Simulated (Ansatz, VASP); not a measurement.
One calculation of AlNi, two programs

```
Al Ni
1.0
     2.12227   -2.12221    0.00000
     2.12227    2.12221    0.00000
     0.00000    0.00000    2.86887
Al Ni
1 1
Direct
  0.00000 0.00000 0.00000
  0.50000 0.50000 0.50000
```

Alike in both runs: task single point; functional PBEsol; k mesh 16 × 16 × 16; occupations gaussian, width 0.15 eV; no spin polarisation.

|  | VASP | Ansatz |
| --- | --- | --- |
| version | VASP 6.6.1 | Ansatz 0.2.0 |
| potentials or method | VASP PAW PBE potentials, release 64 (Al, Ni), cutoff 520 eV | scalar-relativistic, plane waves, PAW |
| valence electrons in the cell | 13 | 21 |

```tsv
	VASP	Ansatz	Ansatz less VASP
gap on the k mesh at the Fermi level (eV)	none	none	-
pressure (GPa)	-13.5	-13.5	+0.02
traceless stress, the component that is largest in VASP (GPa)	2.13	2.07	-0.060
```

VASP's potentials were made for PBE, not for PBEsol, and Ansatz warns of the same on its side. A gap of «none» marks a metal or a gap that the smearing closes. VASP's potentials hold 13 valence electrons a cell and Ansatz's 21, so a difference there can come from the potentials and not from the codes. Ansatz's warnings: near symmetry operations not taken.
